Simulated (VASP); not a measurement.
Wanted: the native input for a VASP 6.6.1 run.

```yaml
Task: single point
Functional: PBE
Potentials_or_basis: VASP PAW PBE potentials, release 64 (Eu, Co)
Cutoff: 520 eV
k_mesh: 4 × 4 × 4
Occupations: fermi-dirac, width 0.1 eV
Spin: collinear spin, ferrimagnetic start
Starting_moments: "[7.0, 7.0, -1.8, -1.8] μB"
Hubbard_terms: Eu f U = 4.0 eV
Dipole_correction: no
Further_INCAR_settings: ALGO = Normal; EDIFF = 1e-06; NBANDS = 38
```

The structure of EuCo lies in POSCAR:

```
EuCo
1.0
    0.0000000000      3.7222486500      3.7222486500
    3.7222486500      0.0000000000      3.7222486500
    3.7222486500      3.7222486500      0.0000000000
Eu Co
2 2
Direct
    0.0000000000      0.0000000000      0.0000000000
    0.2500000000      0.2500000000      0.2500000000
    0.5000000000      0.5000000000      0.5000000000
    0.7500000000      0.7500000000      0.7500000000
```

One way to write it, as run:

INCAR

```
PREC = Accurate ; ENCUT = 520
EDIFF = 1E-6 ; ISMEAR = -1
SIGMA = 0.1 ; LREAL = F
LASPH = T ; NELM = 150
ALGO = Normal ; ISIF = 2
LWAVE = F ; LCHARG = F
ISPIN = 2 ; MAGMOM = 7 7 -1.8 -1.8
LORBIT = 11 ; LMAXMIX = 6
LDAU = T ; LDAUTYPE = 2
LDAUL = 3 -1 ; LDAUU = 4 0
LDAUJ = 0 0 ; LDAUPRINT = 1
GGA = PE ; NBANDS = 38
```

KPOINTS

```
regular mesh
0
Gamma
  4 4 4
```

Potentials or basis: VASP PAW PBE potentials, release 64 (Eu, Co).

The run is started by

```console
$ cat potpaw_PBE.64/Eu/POTCAR potpaw_PBE.64/Co/POTCAR > POTCAR
$ mpirun -np 1 vasp_std > vasp.out
```

It gave:

The pressure is -6.5 GPa. The net moment is 11.84 μB per cell and the site moments are Eu +6.87; Co -1.79 μB. The valence electrons inside the program's atomic spheres are Eu 14.91; Co 7.75.

Caveat: the k points lie up to 0.37 Å⁻¹ apart.

It took 4.7 min on 1 thread of AMD EPYC 7R13 Processor (Zen 3), with other jobs on the host, peak memory 0.28 GiB.
